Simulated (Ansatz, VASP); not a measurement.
## HfSi2 in VASP and in Ansatz

```
Hf Si
1.0
     1.84132   -7.29645    0.00000
     1.84132    7.29645    0.00000
     0.00000    0.00000    3.65907
Hf Si
2 4
Direct
  0.60547 0.39453 0.25000
  0.39453 0.60547 0.75000
  0.94576 0.05424 0.25000
  0.05424 0.94576 0.75000
  0.24970 0.75030 0.25000
  0.75030 0.24970 0.75000
```

Alike in both runs: functional PBE; k mesh 10 × 10 × 10; occupations gaussian, width 0.1 eV; no spin polarisation.

Ansatz relaxed the structure, and its values are those at the end. VASP's run is a single point on that final structure, the one shown.

|  | VASP | Ansatz |
| --- | --- | --- |
| version | VASP 6.6.1 | Ansatz 0.2.0 |
| potentials or method | VASP PAW PBE potentials, release 64 (Hf_pv, Si), cutoff 500 eV | scalar-relativistic, plane waves, PAW |
| valence electrons in the cell | 36 | 68 |

|  | VASP | Ansatz | Ansatz less VASP |
| --- | --- | --- | --- |
| gap on the k mesh at the Fermi level (eV) | none | none | - |
| pressure (GPa) | 0.0 | 0.0 | +0.02 |
| rms of the force components (eV/Å) | 0.006 | 0.001 | -0.0054 |

A gap of «none» marks a metal or a gap that the smearing closes. With one functional, cell and mesh, what is left measures potentials, basis and numerics. VASP's potentials hold 36 valence electrons a cell and Ansatz's 68, so a difference there can come from the potentials and not from the codes.

Neither program's run includes spin-orbit coupling.
